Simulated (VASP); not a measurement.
Set up this calculation in VASP 6.6.1, as the native input.

| Quantity | Value |
| --- | --- |
| Task | single point |
| Functional | r2SCAN |
| Potentials or basis | VASP PAW PBE potentials, release 64 (Be, S) |
| Cutoff | 520 eV |
| k mesh | 15 × 15 × 15 |
| Occupations | fermi-dirac, width 0.05 eV |
| Spin | no spin polarisation |
| Dipole correction | no |
| Further INCAR settings | ALGO = Normal; EDIFF = 1e-07; NBANDS = 11 |

Crystal: BeS (zincblende type).

```
Be S
1.0
     0.00000    2.14059    2.14059
     2.14059    0.00000    2.14059
     2.14059    2.14059    0.00000
Be S
1 1
Direct
  0.00000 0.00000 0.00000
  0.25000 0.25000 0.25000
```

This cell differs from its parent crystal: volume scaled by 0.68.

The input as run:

POSCAR

```
BeS
1.0
    0.0000000000      2.1405884134      2.1405884134
    2.1405884134      0.0000000000      2.1405884134
    2.1405884134      2.1405884134      0.0000000000
Be S
1 1
Direct
    0.0000000000      0.0000000000      0.0000000000
    0.2500000000      0.2500000000      0.2500000000
```

INCAR.step1

```
SYSTEM = BeS
  PREC = Accurate
  ENCUT = 520
  ISMEAR = -1
  SIGMA = 0.05
  LREAL = .FALSE.
  LASPH = .TRUE.
  NELM = 100
  NBANDS = 11
  GGA = PE
  ALGO = Normal
  EDIFF = 1E-4
  LWAVE = .TRUE.
  LCHARG = .FALSE.
```

INCAR.step2

```
SYSTEM = BeS
  PREC = Accurate
  ENCUT = 520
  EDIFF = 1E-7
  ISMEAR = -1
  SIGMA = 0.05
  LREAL = .FALSE.
  LASPH = .TRUE.
  NELM = 100
  ALGO = Normal
  ISIF = 2
  LWAVE = .FALSE.
  LCHARG = .FALSE.
  METAGGA = R2SCAN
  LMIXTAU = .TRUE.
  NBANDS = 11
  ISTART = 1
```

KPOINTS

```
regular mesh
0
G
  15 15 15
  0 0 0
```

Potentials or basis: VASP PAW PBE potentials, release 64 (Be, S).

The run is started by

```sh
$ cat potpaw_PBE.64/Be/POTCAR potpaw_PBE.64/S/POTCAR > POTCAR
$ cp INCAR.step1 INCAR
$ mpirun -np 1 vasp_std > vasp.out
$ cp INCAR.step2 INCAR
$ mpirun -np 1 vasp_std > vasp.out
```

It gave:

- Pressure: 76.4 GPa
- Band gap on the k mesh: 2.42 eV, indirect (least direct gap 5.66 eV)

Caveat: the PAW data sets were made with another functional, which shifts forces and pressure a little.

Run time: 48 s on 1 thread of Intel(R) Xeon(R) Platinum 8488C (Sapphire Rapids) (shared host), peak memory 0.15 GiB.
